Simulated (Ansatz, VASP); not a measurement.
**C in VASP and in Ansatz**

```
CELL_PARAMETERS angstrom
-2.46466 0.00000 0.00000
0.00000 0.00000 -3.57197
0.00000 -4.26892 0.00000
ATOMIC_POSITIONS crystal
C 0.50000 0.00000 0.17229
C 0.00000 0.00000 0.66667
C 0.00000 0.00000 0.32771
C 0.50000 0.00000 0.83333
```

Change from the starting cell: mode 8 frozen in at -0.012 Å and mode 12 at -0.012 Å (largest displacements).

Alike in both runs: task single point; functional PBE; dispersion D3(BJ); k mesh 18 × 12 × 10; occupations gaussian, width 0.15 eV; no spin polarisation.

|  | VASP | Ansatz |
| --- | --- | --- |
| version | VASP 6.6.1 | Ansatz 0.2.0 |
| potentials or method | VASP PAW PBE potentials, release 64 (C), cutoff 520 eV | scalar-relativistic, plane waves, PAW |
| valence electrons in the cell | 16 | 16 |

Ansatz gave:

```
gap on the k mesh at the Fermi level (eV)                     : none
pressure (GPa)                                                : 0.3
traceless stress, the component that is largest in VASP (GPa) : 2.68
rms of the force components (eV/Å)                            : 0.917
```

Question: What did VASP give for the same quantities?

Answer: gap on the k mesh at the Fermi level (eV): none; pressure (GPa): 0.8; traceless stress, the component that is largest in VASP (GPa): 2.96; rms of the force components (eV/Å): 0.917.

Atom by atom the forces differ by 0.002 eV/Å (rms over components). A gap of «none» marks a metal or a gap that the smearing closes.
